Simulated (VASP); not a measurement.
Here is a VASP 6.6.1 calculation.

File INCAR:

```
  PREC = Accurate
  ENCUT = 520
  EDIFF = 1E-6
  ISMEAR = 0
  SIGMA = 0.1
  LREAL = False
  LASPH = True
  NELM = 100
  ALGO = Normal
  ISIF = 2
  LWAVE = False
  LCHARG = False
  GGA = PE
  NBANDS = 26
```

File KPOINTS:

```
regular mesh
0
Gamma
  4 4 4
```

The input POSCAR:

```
InS4
1.0
    4.9468338600      0.0000000000      0.0000000000
    0.0000000000      4.9468338600      0.0000000000
    0.0000000000      0.0000000000      4.9468338600
In S
1 4
Direct
    0.5000000000      0.5000000000      0.5000000000
    0.5000000000      0.0000000000      0.0000000000
    0.0000000000      0.5000000000      0.0000000000
    0.0000000000      0.0000000000      0.5000000000
    0.0000000000      0.0000000000      0.0000000000
```

Potentials or basis: VASP PAW PBE potentials, release 64 (In_d, S).

Run with:

```console
$ cat potpaw_PBE.64/In_d/POTCAR potpaw_PBE.64/S/POTCAR > POTCAR
$ mpirun -np 1 vasp_std > vasp.out
```

Problem. Estimate the pressure.

Solution. -6.4 GPa.
